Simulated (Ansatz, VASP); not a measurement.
# PbSe in VASP and in Ansatz

```
Pb Se
1.0
     3.73318    0.00000    0.00000
     0.00000    3.73318    0.00000
     0.00000    0.00000    3.73318
Pb Se
1 1
Direct
  0.00000 0.00000 0.00000
  0.50000 0.50000 0.50000
```

Alike in both runs: task single point; functional PBE; k mesh 7 × 7 × 7; occupations fermi-dirac, width 0.05 eV; no spin polarisation.

```csv
,VASP,Ansatz
version,VASP 6.6.1,Ansatz 0.2.0
potentials or method,"VASP PAW PBE potentials, release 64 (Pb_d, Se)",Ansatz PAW soft_1
plane-wave cutoff (eV),520,420
valence electrons in the cell,20,30
```

|  | VASP | Ansatz | Ansatz less VASP |
| --- | --- | --- | --- |
| gap on the k mesh at the Fermi level (eV) | none | none | - |
| pressure (GPa) | 2.0 | 2.0 | +0.01 |

A gap of «none» marks a metal or a gap that the smearing closes. VASP's potentials hold 20 valence electrons a cell and Ansatz's 30, so a difference there can come from the potentials and not from the codes.

Spin-orbit coupling is off throughout.
